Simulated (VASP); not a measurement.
# SiC (P6_3mc) in VASP: a series of runs

Runs on SiC. Level: PBE. Tasks: G0W0 quasiparticle levels.

Everything below comes from runs of VASP 6.6.1. Logs are shortened: lines on timing, memory, paths and dates and some standing lists are left out, and cuts for length are marked.

## (1) The cell of the first run

The structure is hexagonal, space group P6_3mc (No. 186). Conventional cell: a = 3.168 Å, b = 3.168 Å, c = 5.025 Å, α = 90.00°, β = 90.00°, γ = 120.00°. Si (site symmetry 3m) has 4 C at 1.90 to 1.93 Å within 2.5 Å. C (site symmetry 3m) has 4 Si at 1.90 to 1.93 Å within 2.5 Å.

## (2) G0W0 quasiparticle levels, PBE

POSCAR

```
SiC
1.0
    3.1676169264      0.0000000000      0.0000000000
   -1.5838084632      2.7432367277      0.0000000000
    0.0000000000      0.0000000000      5.0245763781
Si C
2 2
Direct
    0.3333333333      0.6666666667     -0.0018225129
    0.6666666667      0.3333333333      0.4981774871
    0.3333333333      0.6666666667      0.3768225129
    0.6666666667      0.3333333333      0.8768225129
```

INCAR.step1

```
PREC = Accurate
ENCUT = 500
EDIFF = 1E-8
ISMEAR = 0
SIGMA = 0.01
LREAL = F
LASPH = T
NELM = 100
ALGO = Normal
LWAVE = T
LCHARG = F
GGA = PE
```

INCAR.step2

```
PREC = Accurate
ENCUT = 500
EDIFF = 1E-8
ISMEAR = 0
SIGMA = 0.01
LREAL = F
LASPH = T
NELM = 1
ALGO = Exact
LWAVE = T
LCHARG = F
GGA = PE
NBANDS = 190
LOPTICS = T
ISTART = 1
```

INCAR.step3

```
PREC = Accurate
ENCUT = 500
EDIFF = 1E-8
ISMEAR = 0
SIGMA = 0.01
LREAL = F
LASPH = T
ALGO = EVGW0
LWAVE = F
LCHARG = F
GGA = PE
NELMGW = 1
NBANDS = 190
ENCUTGW = 150.0
NOMEGA = 96
PRECFOCK = Fast
ISTART = 1
NBANDSGW = 16
OMEGAMAX = 20
```

KPOINTS

```
Automatic mesh
0
Gamma
  6 6 4
```

Potentials or basis: VASP PAW PBE potentials, release 64 (Si_GW, C_GW).

Started as:

```bash
> cat potpaw_PBE.64/Si_GW/POTCAR potpaw_PBE.64/C_GW/POTCAR > POTCAR
> cp INCAR.step1 INCAR
> mpirun -np 1 vasp_std > vasp.out
> cp INCAR.step2 INCAR
> mpirun -np 1 vasp_std > vasp.out
> cp INCAR.step3 INCAR
> mpirun -np 1 vasp_std > vasp.out
```

OUTCAR:

```text
PREC = Accurate
   ENCUT = 500
   EDIFF = 1E-8
   ISMEAR = 0
   LREAL = F
   LASPH = T
   GGA = PE
   NELMGW = 1
   ENCUTGW = 150.0
   PRECFOCK = Fast
   ISTART = 1

 ion  position               nearest neighbor table
   1  0.333  0.667  0.998-   3 1.90   4 1.93   4 1.93   4 1.93   2 3.11   2 3.11   2 3.11   2 3.11
                             2 3.11   2 3.11
   2  0.667  0.333  0.498-   4 1.90   3 1.93   3 1.93   3 1.93   1 3.11   1 3.11   1 3.11   1 3.11
                             1 3.11   1 3.11
   3  0.333  0.667  0.377-   1 1.90   2 1.93   2 1.93   2 1.93
   4  0.667  0.333  0.877-   2 1.90   1 1.93   1 1.93   1 1.93

  LATTYP: Found a hexagonal cell.
 ALAT       =     3.1676169264
 C/A-ratio  =     1.5862323301

  Lattice vectors:

 A1 = (   3.1676169264,   0.0000000000,   0.0000000000)
 A2 = (  -1.5838084632,   2.7432367277,   0.0000000000)
 A3 = (   0.0000000000,   0.0000000000,   5.0245763781)

Analysis of symmetry for initial positions (statically):
=====================================================================
 Subroutine PRICEL returns:
 Original cell was already a primitive cell.

 Routine SETGRP: Setting up the symmetry group for a
 hexagonal supercell.

 Subroutine GETGRP returns: Found 12 space group operations
 (whereof  6 operations were pure point group operations)
 out of a pool of 24 trial point group operations.

The static configuration has the point symmetry C_3v.
 The point group associated with its full space group is C_6v.

Analysis of symmetry for dynamics (positions and initial velocities):
=====================================================================
 Subroutine PRICEL returns:
 Original cell was already a primitive cell.

 Routine SETGRP: Setting up the symmetry group for a
 hexagonal supercell.

 Subroutine GETGRP returns: Found 12 space group operations
 (whereof  6 operations were pure point group operations)
 out of a pool of 24 trial point group operations.

The dynamic configuration has the point symmetry C_3v.
 The point group associated with its full space group is C_6v.

 Subroutine INISYM returns: Found 12 space group operations
 (whereof  6 operations are pure point group operations),
 and found     1 'primitive' translations

----------------------------------------------------------------------------------------

                                     Primitive cell

  volume of cell :      43.6612

  direct lattice vectors                    reciprocal lattice vectors
     3.167616926  0.000000000  0.000000000     0.315694739  0.182266443  0.000000000
    -1.583808463  2.743236728  0.000000000     0.000000000  0.364532886  0.000000000
     0.000000000  0.000000000  5.024576378     0.000000000  0.000000000  0.199021753

  length of vectors
     3.167616926  3.167616926  5.024576378     0.364532886  0.364532886  0.199021753

  position of ions in fractional coordinates (direct lattice)
     0.333333333  0.666666667  0.998177487
     0.666666667  0.333333333  0.498177487
     0.333333333  0.666666667  0.376822513
     0.666666667  0.333333333  0.876822513

  ion indices of the primitive-cell ions
   primitive index   ion index
                 1           1
                 2           2
                 3           3
                 4           4

----------------------------------------------------------------------------------------

 KPOINTS: Automatic mesh

Automatic generation of k-mesh.
 Grid dimensions read from file:
 generate k-points for:    6    6    4

 Generating k-lattice:

  Cartesian coordinates                     Fractional coordinates (reciprocal lattice)
     0.052615790  0.030377740  0.000000000     0.166666667  0.000000000  0.000000000
     0.000000000  0.060755481  0.000000000     0.000000000  0.166666667  0.000000000
     0.000000000  0.000000000  0.049755438     0.000000000  0.000000000  0.250000000

  Length of vectors
     0.060755481  0.060755481  0.049755438

  Shift w.r.t. Gamma in fractional coordinates (k-lattice)
     0.000000000  0.000000000  0.000000000

 Subroutine IBZKPT returns following result:
 ===========================================

 Found     21 irreducible k-points:

 Following reciprocal coordinates:
            Coordinates               Weight
  0.000000  0.000000  0.000000      1.000000
  0.166667 -0.000000  0.000000      6.000000
  0.333333 -0.000000  0.000000      6.000000
  0.500000 -0.000000  0.000000      3.000000
  0.166667  0.166667  0.000000      6.000000
  0.333333  0.166667  0.000000     12.000000
[... 13 lines left out ...]
  0.333333  0.166667  0.500000     12.000000
  0.333333  0.333333  0.500000      2.000000
   k-points           NKPTS =     21   k-points in BZ     NKDIM =    144   number of bands    NBANDS=    190
   number of dos      NEDOS =    301   number of ions     NIONS =      4
   total plane-waves  NPLWV =  23040
   dimension x,y,z NGX =    24 NGY =   24 NGZ =   40
   dimension x,y,z NGXF=    48 NGYF=   48 NGZF=   80
   ions per type =               2   2
   NGX,Y,Z   is equivalent  to a cutoff of  12.60, 12.60, 13.23 a.u.
   NGXF,Y,Z  is equivalent  to a cutoff of  25.19, 25.19, 26.47 a.u.
 SYSTEM =  unknown system
   PREC   = accura    normal or accurate (medium, high low for compatibility)
   ISTART =      1    job   : 0-new  1-cont  2-samecut
   ICHARG =      0    charge: 1-file 2-atom 10-const
   ISPIN  =      1    spin polarized calculation?
   LNONCOLLINEAR =      F non collinear calculations
   LSORBIT =      F    spin-orbit coupling
   LASPH  =      T    aspherical Exc in radial PAW
   ENCUT  =  500.0 eV  36.75 Ry    6.06 a.u.   5.78  5.78  9.16*2*pi/ulx,y,z
   NELM   =     60;   NELMIN=  2; NELMDL=  0     # of ELM steps
   EDIFF  = 0.1E-07   stopping-criterion for ELM
   LREAL  =      F    real-space projection
   EDIFFG = 0.1E-06   stopping-criterion for IOM
   NSW    =      0    number of steps for IOM
   IBRION =     -1    ionic relax: 0-MD 1-quasi-New 2-CG
   NFREE  =      0    steps in history (QN), initial steepest desc. (CG)
   ISIF   =      0    stress and relaxation
   ISYM   =      3    0-nonsym 1-usesym 2-fastsym
   POTIM  = 0.5000    time-step for ionic-motion
   TEBEG  =    0.0;   TEEND  =   0.0 temperature during run
   PSTRESS=    0.0 pullay stress
   NELECT =      16.0000    total number of electrons
   NUPDOWN=      -1.0000    fix difference up-down
   EMIN   =  10.00;   EMAX   =-10.00  energy-range for DOS
   EFERMI =   0.00;   METHOD = LEGACY
   ISMEAR =     0;   SIGMA  =   0.01  broadening in eV -4-tet -1-fermi 0-gaus
   EFERMI_NEDOS =   21; number of points for ismear=-14 and -15
   IALGO  =     38    algorithm
   IMIX   =      4    mixing-type and parameters
     AMIX     =   0.40;   BMIX     =  1.00
     AMIX_MAG =   1.60;   BMIX_MAG =  1.00
  volume/ion in A,a.u.               =      10.92        73.66
  Fermi-wavevector in a.u.,A,eV,Ry     =   1.171520  2.213852 18.673439  1.372459
  Thomas-Fermi vector in A             =   2.307962
   LORBIT       =      0    0 simple, 1 ext, 2 COOP (PROOUT), +10 PAW based schemes
   GGA     = PE    functional components
   LHFCALC =     T    Hartree Fock is set to
   PRECFOCK=fast      Normal, Fast or Accurate (Low or Medium for compatibility)
   ENCUT4O =  -1.0   cutoff for four orbital integrals eV
   NKREDX  =     1    reduce k-point grid by
   NKREDY  =     1    reduce k-point grid by
   NKREDZ  =     1    reduce k-point grid by
   AEXX    =    1.0000 exact exchange contribution
   HFSCREEN=    0.0000 screening length (either q_TF or 0.3 A-1)
   HFSCREENC=   0.0000 screening length for correlation (either q_TF or 0.3 A-1)
   ENCUTFOCK=  -1.0 apply spherical cutoff to Coloumb kernel
   IVDW    =     0    specifies the selected vdW correction
   LEPSILON=     F    determine dielectric tensor
   LRPA    =     F    only Hartree local field effects (RPA)
   LRPAFORCE           =     F    calculate RPA forces
   ENCUTGW             = 150.0    cutoff for response function in eV
   ENCUTGWSOFT         = 120.0    soft cutoff for Coulomb kernel in GW response function in eV
   ENCUTLF             =  -1.0    cutoff for local field effects
   NELMGW              =     1    number of iterations in solving QP/BSE equation
   NELMHF              =     1    number of iterations in the inner HF iteration
   NKREDLFX            =     1    NKREDLFY  =   1   NKREDLFZ  =   1
 non-spin polarized calculation
 Gauss-broadening in eV      SIGMA  =   0.01
  energy-cutoff  :      500.00
  volume of cell :       43.66
 maximum number of plane-waves:      1132
 NGX is ok and might be reduce to    24
  NGX = 14; NGY = 14; NGZ = 24
   NGX = 11   NGY = 11   NGZ = 19
 maximum number of plane-waves:       190
 NGX is ok and might be reduce to    14

 QP shifts <psi_nk| G(iteration)W_0 |psi_nk>: iteration 1
 for sc-GW calculations column KS-energies equals QP-energies in previous step
 and V_xc(KS)=  KS-energies - (<T + V_ion + V_H > + <T+V_H+V_ion>^1  + <V_x>^1)

 k-point   1 :       0.0000    0.0000    0.0000
  band No.  KS-energies  QP-energies   sigma(KS)   V_xc(KS)     V^pw_x(r,r')   Z            occupation Imag(sigma)

      1      -7.8112      -8.7860     -14.0186     -12.6217     -21.4508       0.6978       2.0000       1.2310
      2      -4.1892      -5.0839     -14.9003     -13.6772     -21.4332       0.7315       2.0000       0.8103
      3      -0.9673      -1.8435     -13.1966     -11.9905     -17.7424       0.7265       2.0000       0.2990
      4       5.8274       5.1399     -14.9867     -14.1028     -17.1165       0.7778       2.0000       0.0322
      5       5.8274       5.1399     -14.9867     -14.1028     -17.1165       0.7778       2.0000       0.0322
      6       7.2791       6.7308     -15.3766     -14.6776     -17.1082       0.7845       2.0000       0.0255
[... 8 lines left out ...]
     15      15.8325      16.4216     -10.8680     -11.6275      -5.3449       0.7757       0.0000      -0.0945
     16      18.3034      18.9145     -10.1275     -10.8999      -4.7221       0.7912       0.0000      -0.1422

 k-point   2 :       0.1667   -0.0000    0.0000
  band No.  KS-energies  QP-energies   sigma(KS)   V_xc(KS)     V^pw_x(r,r')   Z            occupation Imag(sigma)

      1      -7.3654      -8.3356     -14.0655     -12.6911     -21.3676       0.7059       2.0000       1.1816
      2      -3.8261      -4.7093     -15.0036     -13.7956     -21.4356       0.7312       2.0000       0.7564
      3      -0.5775      -1.4488     -13.2900     -12.0963     -17.6845       0.7299       2.0000       0.2666
      4       3.7439       2.9540     -14.1869     -13.1515     -16.8347       0.7629       2.0000       0.0507
      5       5.1847       4.4520     -14.6869     -13.7413     -16.9688       0.7749       2.0000       0.0362
      6       5.7419       5.0717     -15.0537     -14.1890     -17.2103       0.7751       2.0000       0.0343
[... 8 lines left out ...]
     15      16.6322      17.0833     -10.3739     -10.9451      -5.0952       0.7897       0.0000      -0.0984
     16      16.7983      17.3569     -10.8924     -11.6174      -5.1170       0.7704       0.0000      -0.1297
[... 348 lines left out ...]
      5       3.3555       2.5332     -13.7961     -12.7151     -16.5251       0.7607       2.0000       0.0557
      6       3.3555       2.5332     -13.7961     -12.7151     -16.5251       0.7607       2.0000       0.0557
[... 8 lines left out ...]
     15      18.2897      18.9107     -11.6403     -12.4628      -5.3320       0.7550       0.0000      -0.1944
     16      18.2897      18.9107     -11.6403     -12.4628      -5.3320       0.7550       0.0000      -0.1944

 k-point  21 :       0.3333    0.3333    0.5000
  band No.  KS-energies  QP-energies   sigma(KS)   V_xc(KS)     V^pw_x(r,r')   Z            occupation Imag(sigma)

      1      -3.3362      -4.1986     -15.3170     -14.1304     -21.6373       0.7268       2.0000       0.6852
      2      -3.3362      -4.1986     -15.3170     -14.1304     -21.6373       0.7268       2.0000       0.6852
      3      -0.3250      -1.1765     -13.5243     -12.3550     -17.7957       0.7281       2.0000       0.2384
      4      -0.3250      -1.1765     -13.5243     -12.3550     -17.7957       0.7281       2.0000       0.2384
      5       1.9862       1.1150     -13.2130     -12.0459     -16.3757       0.7464       2.0000       0.0866
      6       1.9862       1.1150     -13.2130     -12.0459     -16.3757       0.7464       2.0000       0.0866
[... 8 lines left out ...]
     15      18.5831      18.9997     -10.2483     -10.7798      -4.5380       0.7838       0.0000      -0.1698
     16      18.5831      18.9997     -10.2483     -10.7798      -4.5380       0.7838       0.0000      -0.1698
```

Wall time 12 min (1 thread of Intel Xeon 6975P-C (Granite Rapids), shared host); peak memory 0.9 GiB.

Results:

- Quasiparticle gap: 3.17 eV
- Least direct quasiparticle gap: 4.51 eV
- Band gap of the starting levels on the mesh: 2.35 eV
- Least direct gap of the starting levels on the mesh: 3.58 eV

Caveat: the k points lie up to 0.38 Å⁻¹ apart; bands, screening cutoff and mesh are small and nothing is extrapolated, so the quasiparticle values aren't converged.

[end of part 1 of 2]
